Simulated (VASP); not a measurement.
# C (R-3m) in VASP: single point with PBE

Aim: the single point of C with PBE.

Everything below comes from runs of VASP 6.6.1. Logs are shortened: lines on timing, memory, paths and dates and some standing lists are left out, and cuts for length are marked.

**1. The cell of the first run**

The structure is trigonal, space group R-3m (No. 166). Conventional cell: a = 2.467 Å, b = 2.467 Å, c = 33.166 Å, α = 90.00°, β = 90.00°, γ = 120.00°. Within 1.9 Å of C (site symmetry 3m) lie 3 C at 1.42 Å. C (site symmetry 3m) has 3 C at 1.42 Å within 1.9 Å.

**2. Single point, PBE**

The input, INCAR:

```
  PREC = Accurate
  ENCUT = 520
  EDIFF = 1E-6
  ISMEAR = 0
  SIGMA = 0.1
  LREAL = False
  LASPH = True
  NELM = 80
  ALGO = Normal
  ISIF = 2
  LWAVE = False
  LCHARG = False
  GGA = PE
  ISYM = 0
  NBANDS = 16
```

The input, KPOINTS:

```
Automatic mesh
0
Gamma
  15 15 3
```

The input, POSCAR:

```
C
1.0
    2.4665844390      0.0000000000      0.0000000000
   -1.2332922195      2.1361247847      0.0000000000
    1.2332922195      0.7120415949     11.0554506074
C
4
Direct
    0.8681086765      0.9340543382      0.1978369853
    0.1318913235      0.0659456618      0.8021630147
    0.4652276595      0.7326138297      0.8021585108
    0.5347723405      0.2673861703      0.1978414892
```

Potentials or basis: VASP PAW PBE potentials, release 64 (C).

Run with:

```
cat potpaw_PBE.64/C/POTCAR > POTCAR
mpirun -np 1 vasp_std > vasp.out
```

OUTCAR:

```text
PREC = Accurate
   ENCUT = 520
   EDIFF = 1E-6
   ISMEAR = 0
   LREAL = False
   LASPH = True
   NELM = 80
   ISIF = 2
   GGA = PE
   ISYM = 0

 ion  position               nearest neighbor table
   1  0.868  0.934  0.198-   4 1.42   4 1.42   4 1.42
   2  0.132  0.066  0.802-   3 1.42   3 1.42   3 1.42
   3  0.465  0.733  0.802-   2 1.42   2 1.42   2 1.42
   4  0.535  0.267  0.198-   1 1.42   1 1.42   1 1.42

IMPORTANT INFORMATION: All symmetrisations will be switched off!
NOSYMM: (Re-)initialisation of all symmetry stuff for point group C_1.

----------------------------------------------------------------------------------------

                                     Primitive cell

  volume of cell :      58.2504

  direct lattice vectors                    reciprocal lattice vectors
     2.466584439  0.000000000  0.000000000     0.405418920  0.234068723 -0.060302080
    -1.233292220  2.136124785  0.000000000     0.000000000  0.468137446 -0.030151040
     1.233292220  0.712041595 11.055450607     0.000000000  0.000000000  0.090453120

  length of vectors
     2.466584439  2.466584439 11.146793309     0.472005306  0.469107400  0.090453120

  position of ions in fractional coordinates (direct lattice)
     0.868108677  0.934054338  0.197836985
     0.131891323  0.065945662  0.802163015
     0.465227660  0.732613830  0.802158511
     0.534772340  0.267386170  0.197841489

  ion indices of the primitive-cell ions
   primitive index   ion index
                 1           1
                 2           2
                 3           3
                 4           4

----------------------------------------------------------------------------------------

 KPOINTS: Automatic mesh

Automatic generation of k-mesh.
 Grid dimensions read from file:
 generate k-points for:   15   15    3

 Generating k-lattice:

  Cartesian coordinates                     Fractional coordinates (reciprocal lattice)
     0.027027928  0.015604582 -0.004020139     0.066666667  0.000000000 -0.000000000
     0.000000000  0.031209163 -0.002010069     0.000000000  0.066666667 -0.000000000
     0.000000000  0.000000000  0.030151040     0.000000000  0.000000000  0.333333333

  Length of vectors
     0.031467020  0.031273827  0.030151040

  Shift w.r.t. Gamma in fractional coordinates (k-lattice)
     0.000000000  0.000000000  0.000000000
[... 72 lines left out ...]
   NELM   =     80;   NELMIN=  2; NELMDL= -5     # of ELM steps
   EDIFF  = 0.1E-05   stopping-criterion for ELM
   LREAL  =      F    real-space projection
   EDIFFG = 0.1E-04   stopping-criterion for IOM
   NSW    =      0    number of steps for IOM
   IBRION =     -1    ionic relax: 0-MD 1-quasi-New 2-CG
   NFREE  =      0    steps in history (QN), initial steepest desc. (CG)
   ISIF   =      2    stress and relaxation
   ISYM   =      0    0-nonsym 1-usesym 2-fastsym
   POTIM  = 0.5000    time-step for ionic-motion
   TEBEG  =    0.0;   TEEND  =   0.0 temperature during run
   PSTRESS=    0.0 pullay stress
   NELECT =      16.0000    total number of electrons
   NUPDOWN=      -1.0000    fix difference up-down
   EMIN   =  10.00;   EMAX   =-10.00  energy-range for DOS
   EFERMI =   0.00;   METHOD = LEGACY
   ISMEAR =     0;   SIGMA  =   0.10  broadening in eV -4-tet -1-fermi 0-gaus
   EFERMI_NEDOS =   21; number of points for ismear=-14 and -15
   IALGO  =     38    algorithm
   IMIX   =      4    mixing-type and parameters
     AMIX     =   0.40;   BMIX     =  1.00
     AMIX_MAG =   1.60;   BMIX_MAG =  1.00
  volume/ion in A,a.u.               =      14.56        98.27
  Fermi-wavevector in a.u.,A,eV,Ry     =   1.064180  2.011009 15.408317  1.132479
  Thomas-Fermi vector in A             =   2.199690
   LORBIT       =      0    0 simple, 1 ext, 2 COOP (PROOUT), +10 PAW based schemes
   GGA     = PE    functional components
   LHFCALC =     F    Hartree Fock is set to
   AEXX    =    0.0000 exact exchange contribution
   IVDW    =     0    specifies the selected vdW correction
   LEPSILON=     F    determine dielectric tensor
   LRPA    =     F    only Hartree local field effects (RPA)
 non-spin polarized calculation
 Gauss-broadening in eV      SIGMA  =   0.10
  energy-cutoff  :      520.00
  volume of cell :       58.25
 maximum number of plane-waves:      1596
   NGX =  9   NGY =  9   NGZ = 41

 number of electron      16.0000002 magnetization

 Free energy of the ion-electron system (eV)
  ---------------------------------------------------
  ext. energy  EPLUGINS =         0.00000000
  ---------------------------------------------------
  free energy    TOTEN  =       -36.89989779 eV

  energy without entropy =      -36.89814481  energy(sigma->0) =      -36.89902130

 E-fermi :   1.1844     XC(G=0):  -7.1377

 val. band max:        1.1843738348   @ k =   0.3333   0.3333   0.0000
 cond. band min:       1.2384803348   @ k =  -0.3333  -0.3333   0.3333
 fundamental gap:      0.0541065000
 Fermi energy:         1.1844471848

 k-point     1 :       0.0000    0.0000    0.0000
  band No.  band energies     occupation
      1     -18.3381      2.00000
      2     -18.3242      2.00000
      3      -6.5307      2.00000
      4      -6.3235      2.00000
      5      -1.8610      2.00000
      6      -1.8610      2.00000
[... 433 lines left out ...]
      3      -6.0290      2.00000
      4      -5.8269      2.00000
      5      -3.4126      2.00000
      6      -3.4112      2.00000
[... 8 lines left out ...]
     15      11.1768      0.00000
     16      11.2172      0.00000

 [... further k-points ...]

------------------------ aborting loop because EDIFF is reached ----------------------------------------

  FORCE on cell =-STRESS in cart. coord.  units (eV):
  Direction    XX          YY          ZZ          XY          YZ          ZX
  --------------------------------------------------------------------------------------
  -------------------------------------------------------------------------------------
  Total        0.1533022      0.1533197     -0.0341264     -0.0000301      0.0000393      0.0000622
  in kB        4.2165767      4.2170561     -0.9386454     -0.0008288      0.0010810      0.0017096
  external PRESSURE =       2.4983292 kB  Pullay stress =       0.0000000 kB

 VOLUME and BASIS-vectors are now :
 -----------------------------------------------------------------------------
  energy-cutoff  :      520.00
  volume of cell :       58.25
      direct lattice vectors                 reciprocal lattice vectors
     2.466584439  0.000000000  0.000000000     0.405418920  0.234068723 -0.060302080
    -1.233292220  2.136124785  0.000000000     0.000000000  0.468137446 -0.030151040
     1.233292220  0.712041595 11.055450607     0.000000000  0.000000000  0.090453120

 POSITION                                       TOTAL-FORCE (eV/Angst)
 -----------------------------------------------------------------------------------
      1.23329      2.13612      2.18718         0.000016     -0.000001     -0.000092
      1.23329      0.71204      8.86827        -0.000012     -0.000014      0.000091
      1.23329      2.13612      8.86822        -0.000011     -0.000001      0.000128
      1.23329      0.71204      2.18723         0.000006      0.000015     -0.000127
 -----------------------------------------------------------------------------------
    total drift:                                0.000001     -0.000004     -0.000016

  FREE ENERGIE OF THE ION-ELECTRON SYSTEM (eV)
  ---------------------------------------------------
  free  energy   TOTEN  =       -36.8998977932 eV

  energy  without entropy=      -36.8981448054  energy(sigma->0) =      -36.89902130
```

OSZICAR:

```text
N       E                     dE             d eps       ncg     rms          rms(c)
DAV:   1     0.607931538761E+02    0.60793E+02   -0.72872E+03 10832   0.864E+02
DAV:   2    -0.343017469347E+02   -0.95095E+02   -0.84729E+02 15160   0.193E+02
DAV:   3    -0.393490686065E+02   -0.50473E+01   -0.50011E+01 14176   0.445E+01
DAV:   4    -0.394186539256E+02   -0.69585E-01   -0.69523E-01 14528   0.629E+00
DAV:   5    -0.394203432327E+02   -0.16893E-02   -0.16877E-02 14224   0.929E-01    0.892E+00
DAV:   6    -0.375769600923E+02    0.18434E+01   -0.13671E+00 13816   0.683E+00    0.524E+00
DAV:   7    -0.368963384152E+02    0.68062E+00   -0.18204E+00 14080   0.792E+00    0.140E+00
DAV:   8    -0.368996356425E+02   -0.32972E-02   -0.69651E-02 13856   0.151E+00    0.218E-01
DAV:   9    -0.368990293804E+02    0.60626E-03   -0.16915E-03 14528   0.273E-01    0.121E-01
DAV:  10    -0.368997426782E+02   -0.71330E-03   -0.27763E-03 11856   0.289E-01    0.110E-01
DAV:  11    -0.368998601923E+02   -0.11751E-03   -0.18294E-04 14096   0.894E-02    0.307E-02
DAV:  12    -0.368998980223E+02   -0.37830E-04   -0.11975E-04 11392   0.818E-02    0.662E-03
DAV:  13    -0.368998977932E+02    0.22917E-06   -0.75403E-06 14392   0.200E-02
   1 F= -.36899898E+02 E0= -.36899021E+02  d E =-.175299E-02
```

stdout:

```text
POSCAR found type information on POSCAR C
 POSCAR found :  1 types and       4 ions
 scaLAPACK will be used
 LDA part: xc-table for (Slater+PW92), standard interpolation
 -----------------------------------------------------------------------------
|                                                                             |
|           W    W    AA    RRRRR   N    N  II  N    N   GGGG   !!!           |
|           W    W   A  A   R    R  NN   N  II  NN   N  G    G  !!!           |
|           W    W  A    A  R    R  N N  N  II  N N  N  G       !!!           |
|           W WW W  AAAAAA  RRRRR   N  N N  II  N  N N  G  GGG   !            |
|           WW  WW  A    A  R   R   N   NN  II  N   NN  G    G                |
|           W    W  A    A  R    R  N    N  II  N    N   GGGG   !!!           |
|                                                                             |
|     Your reciprocal lattice and k-lattice belong to different lattice       |
|     classes:                                                                |
|                                                                             |
|        The reciprocal lattice is rhombohedral (trigonal),                   |
|        whereas your k-lattice is base-centered monoclinic.                  |
|                                                                             |
|     Results are often still useful ...                                      |
|                                                                             |
 -----------------------------------------------------------------------------

 POSCAR, INCAR and KPOINTS ok, starting setup
 FFT: planning ... GRIDC
 FFT: planning ... GRID_SOFT
 FFT: planning ... GRID
 WAVECAR not read
 entering main loop
```

Run time: 2 min. Hardware: 1 thread of AMD EPYC 9R45 (Zen 5), shared host; peak memory 0.3 GiB.

Results:

```
Free energy            : -36.8999 eV
Pressure               : 0.2 GPa
Band gap on the k mesh : zero (filled and empty bands touch)
```

Levels at points of the mesh, in eV from the Fermi level:
| k point | band 6 | band 7 | band 8 | band 9 | band 10 | band 11 |
| --- | --- | --- | --- | --- | --- | --- |
| (0.00, 0.00, 0.00) | -3.05 | -3.05 | -3.05 | 2.82 | 4.82 | 5.58 |

Caveat: this functional lacks dispersion, which binds the layers, so the pressure and a relaxed spacing across them are unreliable.
